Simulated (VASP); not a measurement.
Write the native input for VASP 6.6.1 that does the following.

```
Task                   : single point
Functional             : LDA
Potentials or basis    : VASP PAW LDA potentials, release 64 (K_sv, F)
Cutoff                 : 520 eV
k mesh                 : 8 × 8 × 8
Occupations            : gaussian, width 0.05 eV
Spin                   : no spin polarisation
Dipole correction      : no
Further INCAR settings : ALGO = Normal; EDIFF = 1e-06; NBANDS = 15
```

The structure of KF lies in POSCAR:

```
KF
1.0
   -0.0540795668      2.5129884762      2.5129884762
    2.5129884762     -0.0540795668      2.5129884762
    2.5129884762      2.5129884762     -0.0540795668
K F
1 1
Direct
    0.0000000000      0.0000000000      0.0000000000
    0.5000000000      0.5000000000      0.5000000000
```

The input as run:

INCAR

```
PREC = Accurate
ENCUT = 520
EDIFF = 1E-6
ISMEAR = 0
SIGMA = 0.05
LREAL = False
LASPH = True
NELM = 80
ALGO = Normal
ISIF = 2
LWAVE = False
LCHARG = False
GGA = CA
NBANDS = 15
```

KPOINTS

```
regular mesh
0
Gamma
  8 8 8
```

Potentials or basis: VASP PAW LDA potentials, release 64 (K_sv, F).

Run with:

```console
$ cat potpaw_LDA.64/K_sv/POTCAR potpaw_LDA.64/F/POTCAR > POTCAR
$ mpirun -np 1 vasp_std > vasp.out
```

It gave:

```
Pressure               : 2.7 GPa
Band gap on the k mesh : 6.61 eV, direct
```

Wall time 24 s on 1 thread of Intel(R) Xeon(R) Platinum 8259CL CPU @ 2.50GHz (Skylake/Cascade Lake) (shared host), peak memory 0.16 GiB.
